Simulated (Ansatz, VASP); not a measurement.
Ca: VASP beside Ansatz

```
CELL_PARAMETERS angstrom
-2.17860 2.17860 2.17860
2.17860 -2.17860 2.17860
2.17860 2.17860 -2.17860
ATOMIC_POSITIONS crystal
Ca 0.00000 0.00000 0.00000
```

Alike in both runs: task single point; functional r2SCAN; k mesh 9 × 9 × 9; no spin polarisation.

|  | VASP | Ansatz |
| --- | --- | --- |
| version | VASP 6.6.1 | Ansatz 0.2.0 |
| potentials or method | VASP PAW PBE potentials, release 64 (Ca_sv), cutoff 520 eV | plane waves, PAW |
| occupations | methfessel-paxton of order 1, width 0.1 eV | cold |
| valence electrons in the cell | 10 | 10 |

|  | VASP | Ansatz | Ansatz less VASP |
| --- | --- | --- | --- |
| pressure (GPa) | 1.0 | 1.0 | -0.06 |

VASP's potentials were made for PBE, not for r2SCAN.
